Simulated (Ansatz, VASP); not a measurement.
# One calculation of LiCl, two programs

```
Li Cl
1.0
     0.00000    2.73304    2.73304
     2.73304    0.00000    2.73304
     2.73304    2.73304    0.00000
Li Cl
1 1
Direct
  0.00000 0.00000 0.00000
  0.25000 0.25000 0.25000
```

Alike in both runs: task single point; functional r2SCAN; k mesh 8 × 8 × 8; no spin polarisation.

|  | VASP | Ansatz |
| --- | --- | --- |
| version | VASP 6.6.1 | Ansatz 0.2.0 |
| potentials or method | VASP PAW PBE potentials, release 64 (Li_sv, Cl) | plane waves, PAW |
| plane-wave cutoff (eV) | 520 | 500 |
| occupations | gaussian, width 0.01 eV | fixed |
| valence electrons in the cell | 10 | 10 |

|  | VASP | Ansatz | Ansatz less VASP |
| --- | --- | --- | --- |
| gap on the k mesh at the Fermi level (eV) | 6.77 | 6.71 | -0.057 |

VASP's potentials were made for PBE, not for r2SCAN.

Noted on VASP's run: the cutoff is short for stress, so the pressure is rough.
